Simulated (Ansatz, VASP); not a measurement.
## SiC: VASP beside Ansatz

File POSCAR:

```
SiC
1.0
    3.0581783022      0.0000000000      0.0000000000
   -1.5290891511      2.6484600990      0.0000000000
    0.0000000000      0.0000000000      5.0188700549
Si C
2 2
Direct
    0.3333333333      0.6666666667      0.4995816013
    0.6666666667      0.3333333333      0.9995816013
    0.3333333333      0.6666666667      0.8754183987
    0.6666666667      0.3333333333      0.3754183987
```

File INCAR.step1:

```
SYSTEM = SiC
  PREC = Accurate
  ENCUT = 520
  ISMEAR = 0
  SIGMA = 0.02
  LREAL = .FALSE.
  LASPH = .TRUE.
  NELM = 60
  NBANDS = 16
  GGA = PE
  ALGO = Normal
  EDIFF = 1E-4
  LWAVE = .TRUE.
  LCHARG = .FALSE.
```

Contents of INCAR.step2:

```
SYSTEM = SiC
  PREC = Accurate
  ENCUT = 520
  EDIFF = 1E-7
  ISMEAR = 0
  SIGMA = 0.02
  LREAL = .FALSE.
  LASPH = .TRUE.
  NELM = 60
  ALGO = Normal
  ISIF = 2
  LWAVE = .FALSE.
  LCHARG = .FALSE.
  METAGGA = R2SCAN
  LMIXTAU = .TRUE.
  NBANDS = 16
  ISTART = 1
```

The input KPOINTS:

```
Automatic mesh
0
G
  12 12 6
  0 0 0
```

Input for Ansatz:

```yaml
crystal:
  lattice:
    - [3.0581783022, 0.0, 0.0]
    - [-1.5290891511, 2.648460099, 0.0]
    - [0.0, 0.0, 5.0188700549]
  atoms:
    - { symbol: Si, position: [0.3333333333, 0.6666666667, 0.4995816013] }
    - { symbol: Si, position: [0.6666666667, 0.3333333333, 0.9995816013] }
    - { symbol: C, position: [0.3333333333, 0.6666666667, 0.8754183987] }
    - { symbol: C, position: [0.6666666667, 0.3333333333, 0.3754183987] }
basis:
  ecutwfc: 500
kpoints:
  mp_grid: { grid: [12, 12, 6] }
  band_path: { path: [VBM, CBM], npoints: 2 }
hamiltonian:
  xc: r2scan
scf:
  occupations: { method: gaussian, width: 0.02 }
output:
  forces: true
  stress: true
  eigenvalues: true
checkpoint:
  read: start.run
  write: ck
  compress: false
  write_wavefunctions: false
  write_every: 100000
```

Alike in both runs: task single point; functional r2SCAN; k mesh 12 × 12 × 6; occupations gaussian, width 0.02 eV; no spin polarisation.

|  | VASP | Ansatz |
| --- | --- | --- |
| version | VASP 6.6.1 | Ansatz 0.2.0 |
| potentials or method | VASP PAW PBE potentials, release 64 (Si, C), cutoff 520 eV | scalar-relativistic, plane waves, PAW |
| valence electrons in the cell | 16 | 16 |

VASP gave:

| Item | Value |
| --- | --- |
| gap on the k mesh at the Fermi level (eV) | 2.64 |
| least direct gap on the mesh (eV) | 4.52 |
| pressure (GPa) | 3.8 |

Q: What did Ansatz give for the same quantities?

A: gap on the k mesh at the Fermi level (eV): 2.63; least direct gap on the mesh (eV): 4.51; pressure (GPa): 4.0.

VASP's potentials were made for PBE, not for r2SCAN. With one functional, cell and mesh, what is left measures potentials, basis and numerics.
